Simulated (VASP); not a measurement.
# GaN (Fm-3m) in VASP: further runs, part 2 of 2

VASP 6.6.1.

## Step 4: Single point, revPBE+D4 (9.05 Å³/atom)

This run uses another cell than the first one, of 9.05 Å³/atom.

INCAR reads:

```
SYSTEM = GaN
ALGO = Normal ; EDIFF = 1E-6
ENCUT = 1330 ; GGA = RE
GGA_COMPAT = .FALSE. ; ISIF = 2
ISMEAR = 0 ; IVDW = 13
LASPH = .TRUE. ; LCHARG = .TRUE.
LELF = .TRUE. ; LREAL = .FALSE.
LVHAR = .TRUE. ; LWAVE = .FALSE.
NBANDS = 16 ; NELM = 120
PREC = Accurate ; SIGMA = 0.05
```

KPOINTS reads:

```
k-points
0
G
  10 10 10
  0 0 0
```

POSCAR reads:

```
GaN
1.0
    0.0000000000      2.0836632783      2.0836632783
    2.0836632783      0.0000000000      2.0836632783
    2.0836632783      2.0836632783      0.0000000000
Ga N
1 1
Direct
    0.5000000000      0.5000000000      0.5000000000
    0.0000000000      0.0000000000      0.0000000000
```

Potentials or basis: VASP PAW PBE potentials, release 64 (Ga_d, N_h).

Command:

```console
$ cat potpaw_PBE.64/Ga_d/POTCAR potpaw_PBE.64/N_h/POTCAR > POTCAR
$ mpirun -np 1 vasp_std > vasp.out
```

OUTCAR:

```text
SYSTEM = GaN
   EDIFF = 1E-6
   ENCUT = 1330
   GGA = RE
   ISIF = 2
   ISMEAR = 0
   IVDW = 13
   LASPH = .TRUE.
   LREAL = .FALSE.
   NELM = 120
   PREC = Accurate

 ion  position               nearest neighbor table
   1  0.500  0.500  0.500-   2 2.08   2 2.08   2 2.08   2 2.08   2 2.08   2 2.08
   2  0.000  0.000  0.000-   1 2.08   1 2.08   1 2.08   1 2.08   1 2.08   1 2.08

  LATTYP: Found a face centered cubic cell.
 ALAT       =     4.1673265566

  Lattice vectors:

 A1 = (   0.0000000000,   2.0836632783,   2.0836632783)
 A2 = (   2.0836632783,   0.0000000000,   2.0836632783)
 A3 = (   2.0836632783,   2.0836632783,   0.0000000000)

Analysis of symmetry for initial positions (statically):
=====================================================================
 Subroutine PRICEL returns:
 Original cell was already a primitive cell.

 Routine SETGRP: Setting up the symmetry group for a
 face centered cubic supercell.

 Subroutine GETGRP returns: Found 48 space group operations
 (whereof 48 operations were pure point group operations)
 out of a pool of 48 trial point group operations.

The static configuration has the point symmetry O_h .

Analysis of symmetry for dynamics (positions and initial velocities):
[... 162 lines left out ...]
 cond. band min:       9.8450842988   @ k =   0.5000   0.5000   0.0000
 fundamental gap:      0.9642463371
 Fermi energy:         9.0941410098

 k-point     1 :       0.0000    0.0000    0.0000
  band No.  band energies     occupation
      1      -8.8565      2.00000
      2      -5.0707      2.00000
      3      -5.0707      2.00000
      4      -5.0707      2.00000
      5      -4.9662      2.00000
      6      -4.9662      2.00000
[... 433 lines left out ...]
      3      -4.9246      2.00000
      4      -4.8730      2.00000
      5      -4.8101      2.00000
      6      -3.9147      2.00000
[... 8 lines left out ...]
     15      34.2594      0.00000
     16      35.8456      0.00000

 [... further k-points ...]

------------------------ aborting loop because EDIFF is reached ----------------------------------------

  DFT-D4 for vdW energy calculation

  Edisp (eV):   -1.77066

  FORCE on cell =-STRESS in cart. coord.  units (eV):
  Direction    XX          YY          ZZ          XY          YZ          ZX
  --------------------------------------------------------------------------------------
  -------------------------------------------------------------------------------------
  Total       0.64594     0.64594     0.64594    -0.00000     0.00000     0.00000
  in kB      57.19942    57.19942    57.19942    -0.00000     0.00000     0.00000
  external pressure =       57.20 kB  Pullay stress =        0.00 kB

 VOLUME and BASIS-vectors are now :
 -----------------------------------------------------------------------------
  energy-cutoff  :     1330.00
  volume of cell :       18.09
      direct lattice vectors                 reciprocal lattice vectors
     0.000000000  2.083663278  2.083663278    -0.239961996  0.239961996  0.239961996
     2.083663278  0.000000000  2.083663278     0.239961996 -0.239961996  0.239961996
     2.083663278  2.083663278  0.000000000     0.239961996  0.239961996 -0.239961996

 POSITION                                       TOTAL-FORCE (eV/Angst)
 -----------------------------------------------------------------------------------
      2.08366      2.08366      2.08366         0.000000      0.000000     -0.000000
      0.00000      0.00000      0.00000        -0.000000     -0.000000      0.000000
 -----------------------------------------------------------------------------------
    total drift:                                0.000000      0.000000      0.000000

  FREE ENERGIE OF THE ION-ELECTRON SYSTEM (eV)
  ---------------------------------------------------
  free  energy   TOTEN  =       -12.1520683622 eV

  energy  without entropy=      -12.1520683622  energy(sigma->0) =      -12.15206836
```

OSZICAR:

```text
N       E                     dE             d eps       ncg     rms          rms(c)
DAV:   1     0.131348742839E+03    0.13135E+03   -0.15592E+04  1584   0.390E+03
DAV:   2    -0.586428409318E+00   -0.13194E+03   -0.12126E+03  1744   0.531E+02
DAV:   3    -0.120289279974E+02   -0.11442E+02   -0.11297E+02  1680   0.100E+02
DAV:   4    -0.122128658199E+02   -0.18394E+00   -0.18381E+00  1840   0.128E+01
DAV:   5    -0.122147636297E+02   -0.18978E-02   -0.18978E-02  1848   0.120E+00    0.736E+00
DAV:   6    -0.104041145145E+02    0.18106E+01   -0.41596E+00  2144   0.407E+01    0.179E+00
DAV:   7    -0.103934566145E+02    0.10658E-01   -0.20990E-01  1784   0.460E+00    0.118E+00
DAV:   8    -0.103823361285E+02    0.11120E-01   -0.25675E-02  1792   0.237E+00    0.219E-01
DAV:   9    -0.103813700354E+02    0.96609E-03   -0.40160E-03  1952   0.187E+00    0.701E-02
DAV:  10    -0.103813930999E+02   -0.23064E-04   -0.30211E-04  1968   0.247E-01    0.146E-02
DAV:  11    -0.103814028894E+02   -0.97895E-05   -0.27243E-05  1896   0.590E-02    0.583E-03
DAV:  12    -0.103814034898E+02   -0.60037E-06   -0.12614E-06  1544   0.232E-02
   1 F= -.12152068E+02 E0= -.12152068E+02  d E =-.425863E-11
```

It took 29 s on 1 thread of AMD EPYC 9R45 (Zen 5), shared host; peak memory 0.21 GiB.

Results:

```yaml
Free_energy: -12.1521 eV
Pressure: 5.7 GPa
Band_gap_on_the_k_mesh: 0.96 eV (least direct gap 3.30 eV)
Dispersion_energy_per_atom: -0.885 eV
```

Levels at points of the mesh, in eV from the valence-band top:
```
           k point  band 5  band 6  band 7  band 8  band 9  band 10  band 11  band 12  band 13  band 14
(0.00, 0.00, 0.00)  -13.85  -13.85   -0.53   -0.53   -0.53     2.78    15.00    15.00    15.00    16.30
(0.50, 0.00, 0.00)  -13.70  -13.70   -8.43   -0.14   -0.14     4.93     9.42     9.42    10.09    16.83
(0.50, 0.50, 0.00)  -13.64  -10.90   -7.42   -3.17   -3.17     0.96     7.90    12.45    15.17    15.17
```

Caveat: the cell stands under pressure; the PAW data sets were made with another functional, which shifts forces and pressure a little.

## Step 5: Single point, BLYP (9.71 Å³/atom)

This run uses another cell than the first one, of 9.71 Å³/atom.

INCAR reads:

```
SYSTEM = GaN
PREC     = Accurate       ! precision mode
ENCUT    = 1330           ! plane-wave cutoff, eV
EDIFF    = 1E-6           ! SCF threshold, eV
ISMEAR   = 0              ! smearing method
SIGMA    = 0.05           ! smearing width, eV
LREAL    = .FALSE.        ! projectors in reciprocal space
LASPH    = .TRUE.         ! aspherical terms in the spheres
NELM     = 120            ! most SCF steps
ALGO     = Normal         ! electronic algorithm
ISIF     = 2              ! what is computed and relaxed
LWAVE    = .FALSE.        ! write WAVECAR
LCHARG   = .FALSE.        ! write CHGCAR
GGA      = B5             ! functional
ALDAX    = 1.0          
AGGAX    = 1.0          
AGGAC    = 1.0          
ALDAC    = 0.0          
NBANDS   = 16             ! bands
GGA_COMPAT= .FALSE.
```

KPOINTS reads:

```
Automatic mesh
0
G
  10 10 10
  0 0 0
```

POSCAR reads:

```
GaN
1.0
    0.0000000000      2.1336720248      2.1336720248
    2.1336720248      0.0000000000      2.1336720248
    2.1336720248      2.1336720248      0.0000000000
Ga N
1 1
Direct
    0.5000000000      0.5000000000      0.5000000000
    0.0000000000      0.0000000000      0.0000000000
```

Command:

```console
$ cat potpaw_PBE.64/Ga_d/POTCAR potpaw_PBE.64/N_h/POTCAR > POTCAR
$ mpirun -np 1 vasp_std > vasp.out
```

Run time: 44 s. Hardware: 1 thread of AMD EPYC 9R45 (Zen 5), shared host; peak memory 0.21 GiB.

It converged, with:

```yaml
Free_energy: -9.8438 eV
Pressure: 9.3 GPa
Band_gap_on_the_k_mesh: 0.35 eV (least direct gap 2.47 eV)
```

Levels at points of the mesh, in eV from the valence-band top:
```csv
k point,band 6,band 7,band 8,band 9,band 10,band 11,band 12,band 13
"(0.00, 0.00, 0.00)",-14.03,-0.47,-0.47,-0.47,1.99,14.93,14.93,14.93
"(0.50, 0.00, 0.00)",-13.89,-8.00,-0.14,-0.14,4.90,8.89,9.02,9.02
"(0.50, 0.50, 0.00)",-11.05,-6.70,-2.86,-2.86,0.35,8.35,11.77,14.13
```

Caveat: the cell stands under pressure; the PAW data sets were made with another functional, which shifts forces and pressure a little. A k mesh can miss the band edges.

## Step 6: The runs side by side

| level | cell | gap on the mesh (eV) | pressure (GPa) |
| --- | --- | --- | --- |
| revPBE+D4 | a = 2.927 Å, angles 60.0°, 2 atoms | 1.10 | 11.4 |
| RPBE+D4 | a = 2.926 Å, angles 60.0°, 2 atoms | 1.13 | 11.4 |
| revPBE+D4 | a = 2.947 Å, angles 60.0°, 2 atoms | 0.96 | 5.7 |
| BLYP | a = 3.017 Å, angles 60.0°, 2 atoms | 0.35 | 9.3 |

Alike in all rows: task single point; potentials or basis VASP PAW PBE potentials, release 64 (Ga_d, N_h); no spin polarisation; k mesh 10 × 10 × 10; cutoff (eV) 1330; smearing gaussian 0.05 eV.

Caveats: the cell stands under pressure; the PAW data sets were made with another functional, which shifts forces and pressure a little; the dispersion term is far too large for a dense solid, which distorts pressure and volume (at least some runs).

Total energies depend on the potentials used, so only differences within one code and one set of settings carry meaning.
